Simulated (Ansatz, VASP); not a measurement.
**CuI: VASP beside Ansatz**

The input INCAR:

```
ALGO     = Normal         # electronic algorithm
EDIFF    = 1E-6           # SCF threshold, eV
ENCUT    = 520            # plane-wave cutoff, eV
GGA      = PE             # functional
ISIF     = 2              # what is computed and relaxed
ISMEAR   = -1             # smearing method
LASPH    = T              # aspherical terms in the spheres
LCHARG   = T              # write CHGCAR
LELF     = T              # ELF
LREAL    = F              # projectors in reciprocal space
LVHAR    = T            
LWAVE    = F              # write WAVECAR
NBANDS   = 16             # bands
NELM     = 60             # most SCF steps
PREC     = Accurate       # precision mode
SIGMA    = 0.02           # smearing width, eV
```

KPOINTS

```
k-points
0
Gamma
  8 8 8
```

POSCAR

```
CuI
1.0
    0.0000000000      3.1117272825      3.1117272825
    3.1117272825      0.0000000000      3.1117272825
    3.1117272825      3.1117272825      0.0000000000
Cu I
1 1
Direct
    0.0000000000      0.0000000000      0.0000000000
    0.2500000000      0.2500000000      0.2500000000
```

Input for Ansatz:

```yaml
crystal:
  lattice:
    - [0.0, 3.1117272825, 3.1117272825]
    - [3.1117272825, 0.0, 3.1117272825]
    - [3.1117272825, 3.1117272825, 0.0]
  atoms:
    - { symbol: Cu, position: [0.0, 0.0, 0.0] }
    - { symbol: I, position: [0.25, 0.25, 0.25] }
kpoints:
  mp_grid: { grid: [8, 8, 8] }
  band_path:
    path:
      - [0.0, 0.0, 0.0]
      - [-0.5, -0.5, 0.0]
      - [-0.375, -0.375, 0.25]
      - [-0.375, 0.0, 0.375]
      - [0.0, 0.0, 0.5]
      - [-0.5, -0.25, 0.25]
    npoints: 1
hamiltonian:
  xc: pbe
scf:
  occupations: { method: fermi_dirac, width: 0.02 }
  n_extra_bands: 4
output:
  forces: true
  stress: true
  eigenvalues: true
```

Change from the starting cell: hydrostatic strain +3.3%.

Alike in both runs: task single point; functional PBE; k mesh 8 × 8 × 8; occupations fermi-dirac, width 0.02 eV; no spin polarisation.

|  | VASP | Ansatz |
| --- | --- | --- |
| version | VASP 6.6.1 | Ansatz 0.2.0 |
| potentials or method | VASP PAW PBE potentials, release 64 (Cu, I) | plane waves, PAW |
| plane-wave cutoff (eV) | 520 | 420 |
| valence electrons in the cell | 18 | 36 |

Ansatz gave:

```
gap on the k mesh at the Fermi level (eV) : 0.93
pressure (GPa)                            : -2.3
```

Which values does VASP return?

gap on the k mesh at the Fermi level (eV): 0.95; pressure (GPa): -2.0.

VASP's potentials hold 18 valence electrons a cell and Ansatz's 36, so a difference there can come from the potentials and not from the codes.

Neither program's run includes spin-orbit coupling.
